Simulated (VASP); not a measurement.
# TePb (rocksalt type) (Fm-3m) in VASP: a series of runs, part 2 of 2

VASP 6.6.1. Earlier steps stand in the parts before.

### Step 5. Relaxation of cell and atoms, PBE, target pressure 3.3 GPa, at which the enthalpy is minimised

This run uses another cell than the first one, of 32.97 Å³/atom.

File INCAR:

```
SYSTEM = TePb
ALGO     = Normal         ! electronic algorithm
EDIFF    = 1E-7           ! SCF threshold, eV
EDIFFG   = -0.005         ! ionic threshold
ENCUT    = 600            ! plane-wave cutoff, eV
GGA      = PE             ! functional
IBRION   = 2              ! ionic algorithm
ISIF     = 3              ! what is computed and relaxed
ISMEAR   = -1             ! smearing method
LASPH    = .TRUE.         ! aspherical terms in the spheres
LCHARG   = .FALSE.        ! write CHGCAR
LREAL    = .FALSE.        ! projectors in reciprocal space
LWAVE    = .FALSE.        ! write WAVECAR
NELM     = 60             ! most SCF steps
NSW      = 32             ! ionic steps
PREC     = Accurate       ! precision mode
PSTRESS  = 33.0         
SIGMA    = 0.08           ! smearing width, eV
```

File KPOINTS:

```
k-points
0
G
  11 11 11
  0 0 0
```

File POSCAR:

```
TePb
1.0
    0.0000000000      3.2064403774      3.2064403774
    3.2064403774      0.0000000000      3.2064403774
    3.2064403774      3.2064403774      0.0000000000
Pb Te
1 1
Direct
    0.0000000000      0.0000000000      0.0000000000
    0.5000000000      0.5000000000      0.5000000000
```

Potentials or basis: VASP PAW PBE potentials, release 64 (Pb_d, Te).

Run with:

```bash
$ cat potpaw_PBE.64/Pb_d/POTCAR potpaw_PBE.64/Te/POTCAR > POTCAR
$ mpirun -np 1 vasp_std > vasp.out
```

OUTCAR:

```text
SYSTEM = TePb
   EDIFF = 1E-7
   EDIFFG = -0.005
   ENCUT = 600
   GGA = PE
   IBRION = 2
   ISIF = 3
   ISMEAR = -1
   LASPH = .TRUE.
   LREAL = .FALSE.
   NELM = 60
   NSW = 32
   PREC = Accurate
   PSTRESS = 33.0

 ion  position               nearest neighbor table
   1  0.000  0.000  0.000-   2 3.21   2 3.21   2 3.21   2 3.21   2 3.21   2 3.21
   2  0.500  0.500  0.500-   1 3.21   1 3.21   1 3.21   1 3.21   1 3.21   1 3.21

  LATTYP: Found a face centered cubic cell.
 ALAT       =     6.4128807548

  Lattice vectors:

 A1 = (   0.0000000000,   3.2064403774,   3.2064403774)
 A2 = (   3.2064403774,   0.0000000000,   3.2064403774)
 A3 = (   3.2064403774,   3.2064403774,   0.0000000000)

Analysis of symmetry for initial positions (statically):
=====================================================================
 Subroutine PRICEL returns:
 Original cell was already a primitive cell.

 Routine SETGRP: Setting up the symmetry group for a
 face centered cubic supercell.

 Subroutine GETGRP returns: Found 48 space group operations
 (whereof 48 operations were pure point group operations)
 out of a pool of 48 trial point group operations.

The static configuration has the point symmetry O_h .

Analysis of symmetry for dynamics (positions and initial velocities):
=====================================================================
 Subroutine PRICEL returns:
 Original cell was already a primitive cell.

 Routine SETGRP: Setting up the symmetry group for a
 face centered cubic supercell.

 Subroutine GETGRP returns: Found 48 space group operations
 (whereof 48 operations were pure point group operations)
 out of a pool of 48 trial point group operations.

The dynamic configuration has the point symmetry O_h .

 Subroutine INISYM returns: Found 48 space group operations
 (whereof 48 operations are pure point group operations),
 and found     1 'primitive' translations

----------------------------------------------------------------------------------------

                                     Primitive cell

  volume of cell :      65.9325

  direct lattice vectors                    reciprocal lattice vectors
     0.000000000  3.206440377  3.206440377    -0.155936160  0.155936160  0.155936160
     3.206440377  0.000000000  3.206440377     0.155936160 -0.155936160  0.155936160
     3.206440377  3.206440377  0.000000000     0.155936160  0.155936160 -0.155936160

  length of vectors
     4.534591469  4.534591469  4.534591469     0.270089352  0.270089352  0.270089352

  position of ions in fractional coordinates (direct lattice)
     0.000000000  0.000000000  0.000000000
     0.500000000  0.500000000  0.500000000

  ion indices of the primitive-cell ions
   primitive index   ion index
                 1           1
                 2           2

----------------------------------------------------------------------------------------

 KPOINTS: k-points
[... 113 lines left out ...]
  ---------------------------------------------------
  free energy    TOTEN  =        -7.47591846 eV

  energy without entropy =       -7.47577864  energy(sigma->0) =       -7.47584855

------------------------ aborting loop because EDIFF is reached ----------------------------------------

  FORCE on cell =-STRESS in cart. coord.  units (eV):
  Direction    XX          YY          ZZ          XY          YZ          ZX
  --------------------------------------------------------------------------------------
  -------------------------------------------------------------------------------------
  Total        1.3437654      1.3437654      1.3437654     -0.0000000      0.0000000     -0.0000000
  in kB       32.6538601     32.6538601     32.6538601     -0.0000000      0.0000000     -0.0000000
  external PRESSURE =      -0.3461399 kB  Pullay stress =      33.0000000 kB

 VOLUME and BASIS-vectors are now :
 -----------------------------------------------------------------------------
  energy-cutoff  :      600.00
  volume of cell :       65.93
      direct lattice vectors                 reciprocal lattice vectors
     0.000000000  3.206440377  3.206440377    -0.155936160  0.155936160  0.155936160
     3.206440377  0.000000000  3.206440377     0.155936160 -0.155936160  0.155936160
     3.206440377  3.206440377  0.000000000     0.155936160  0.155936160 -0.155936160

 POSITION                                       TOTAL-FORCE (eV/Angst)
 -----------------------------------------------------------------------------------
      0.00000      0.00000      0.00000        -0.000000     -0.000000     -0.000000
      3.20644      3.20644      3.20644         0.000000      0.000000      0.000000
 -----------------------------------------------------------------------------------
    total drift:                               -0.000000      0.000000      0.000000

  FREE ENERGIE OF THE ION-ELECTRON SYSTEM (eV)
  ---------------------------------------------------
  free  energy   TOTEN  =        -7.4759184608 eV

  energy  without entropy=       -7.4757786357  energy(sigma->0) =       -7.47584855

  enthalpy is  TOTEN    =        -6.1179088001 eV   P V=        1.3580096607

--------------------------------------- Ionic step        2  -------------------------------------------

 number of electron      20.0000000 magnetization

 Free energy of the ion-electron system (eV)
  ---------------------------------------------------
  ext. energy  EPLUGINS =         0.00000000
  ---------------------------------------------------
  free energy    TOTEN  =        -7.47452425 eV

  energy without entropy =       -7.47438345  energy(sigma->0) =       -7.47445385

 E-fermi :   6.3257     XC(G=0):  -9.4083

 val. band max:        5.8954612152   @ k =   0.4545   0.0000   0.0000
 cond. band min:       6.7073617005   @ k =   0.4545   0.0000   0.0000
 fundamental gap:      0.8119004853
 Fermi energy:         6.3256654101

 k-point     1 :       0.0000    0.0000    0.0000
  band No.  band energies     occupation
      1     -10.8240      2.00000
      2     -10.8240      2.00000
      3     -10.8129      2.00000
      4     -10.8129      2.00000
      5     -10.8129      2.00000
      6      -6.2829      2.00000
      7       0.4063      2.00000
      8       4.4987      2.00000
      9       4.4987      2.00000
     10       4.4987      2.00000
     11      10.0427      0.00000
     12      10.0427      0.00000
     13      10.0427      0.00000
     14      11.6778      0.00000
[... 377 lines left out ...]
      1     -10.8355      2.00000
      2     -10.8339      2.00000
      3     -10.8105      2.00000
      4     -10.8042      2.00000
      5     -10.8001      2.00000
      6      -5.5351      2.00000
      7      -1.3558      2.00000
      8       3.4004      2.00000
      9       5.1065      2.00000
     10       5.7837      1.99772
     11       7.2744      0.00001
     12       7.5713      0.00000
     13      10.1464      0.00000
     14      11.9914      0.00000

 [... further k-points ...]

------------------------ aborting loop because EDIFF is reached ----------------------------------------

  FORCE on cell =-STRESS in cart. coord.  units (eV):
  Direction    XX          YY          ZZ          XY          YZ          ZX
  --------------------------------------------------------------------------------------
  -------------------------------------------------------------------------------------
  Total        1.3643105      1.3643105      1.3643105     -0.0000000      0.0000000      0.0000000
  in kB       33.1873087     33.1873087     33.1873087     -0.0000000      0.0000000      0.0000000
  external PRESSURE =       0.1873087 kB  Pullay stress =      33.0000000 kB

 VOLUME and BASIS-vectors are now :
 -----------------------------------------------------------------------------
  energy-cutoff  :      600.00
  volume of cell :       65.86
      direct lattice vectors                 reciprocal lattice vectors
    -0.000000000  3.205338673  3.205338673    -0.155989757  0.155989757  0.155989757
     3.205338673  0.000000000  3.205338673     0.155989757 -0.155989757  0.155989757
     3.205338673  3.205338673 -0.000000000     0.155989757  0.155989757 -0.155989757

 POSITION                                       TOTAL-FORCE (eV/Angst)
 -----------------------------------------------------------------------------------
      6.41068      6.41068      6.41068        -0.000000     -0.000000     -0.000000
      3.20534      3.20534      3.20534         0.000000      0.000000      0.000000
 -----------------------------------------------------------------------------------
    total drift:                                0.000000      0.000000      0.000000

  FREE ENERGIE OF THE ION-ELECTRON SYSTEM (eV)
  ---------------------------------------------------
  free  energy   TOTEN  =        -7.4745242547 eV

  energy  without entropy=       -7.4743834492  energy(sigma->0) =       -7.47445385

  enthalpy is  TOTEN    =        -6.1179139129 eV   P V=        1.3566103419

 reached required accuracy - stopping structural energy minimisation
```

Wall time 31 s (1 thread of Intel Xeon 6975P-C (Granite Rapids), shared host); peak memory 0.26 GiB.

Results:

```yaml
Free_energy: -7.4745 eV
Relaxed_volume: 32.93 Å³/atom
Relaxed_cell: a = 4.533 Å, b = 4.533 Å, c = 4.533 Å, α = 60.00°, β = 60.00°, γ = 60.00°
Space_group_after_relaxing_to_0.1_Å: Fm-3m (No. 225)
Energy_change_on_relaxing_the_run_minimises_the_enthalpy: +0.7 meV/atom
Ionic_steps: 2
Pressure_after_relaxing: 3.3 GPa
```

Step by step:
```
step  energy change (eV)  largest force (eV/Å)  pressure (GPa)  volume (Å³)
   1              0.0000                0.0000            3.27        65.93
   2              0.0014                0.0000            3.32        65.86
```

Final structure:
```cif
data_structure
_symmetry_space_group_name_H-M 'P 1'
_symmetry_Int_Tables_number 1
_cell_length_a 4.5330
_cell_length_b 4.5330
_cell_length_c 4.5330
_cell_angle_alpha 60.000
_cell_angle_beta 60.000
_cell_angle_gamma 60.000
_cell_volume 65.86
loop_
_atom_site_label
_atom_site_type_symbol
_atom_site_fract_x
_atom_site_fract_y
_atom_site_fract_z
_atom_site_occupancy
Pb1 Pb 0.00000 0.00000 0.00000 1
Te1 Te 0.50000 0.50000 0.50000 1
```

Caveat: this odd mesh misses L, so gap, dielectric constants and Born charges aren't listed; the cell is relaxed towards a set pressure, so the run minimises the enthalpy, not the energy; spin-orbit coupling is left out, which moves the levels of the heavy elements.

### Step 6. The runs side by side

| task | cell | cutoff (eV) | pressure (GPa) |
| --- | --- | --- | --- |
| single point | a = 4.644 Å, angles 60.0°, 2 atoms | 520 | 0.0 |
| relaxation of cell and atoms | relaxed from a = 4.363 Å, angles 60.0°, 2 atoms | 600 | 0.0 |
| relaxation of cell and atoms | relaxed to 3.3 GPa from a = 4.533 Å, angles 60.0°, 2 atoms | 600 | 3.3 |
| relaxation of cell and atoms | relaxed to 3.3 GPa from a = 4.535 Å, angles 60.0°, 2 atoms | 600 | 3.3 |

Alike in all rows: level PBE; potentials or basis VASP PAW PBE potentials, release 64 (Pb_d, Te); no spin polarisation; k mesh 11 × 11 × 11; smearing fermi-dirac 0.08 eV.

Caveats: spin-orbit coupling is left out, which moves the levels of the heavy elements; the cell is relaxed towards a set pressure, so the run minimises the enthalpy, not the energy (at least some runs); the volume moved by over 15 % at a fixed basis, so the end points are rough (at least some runs).

Absolute energies hang on the potentials; compare differences alone.
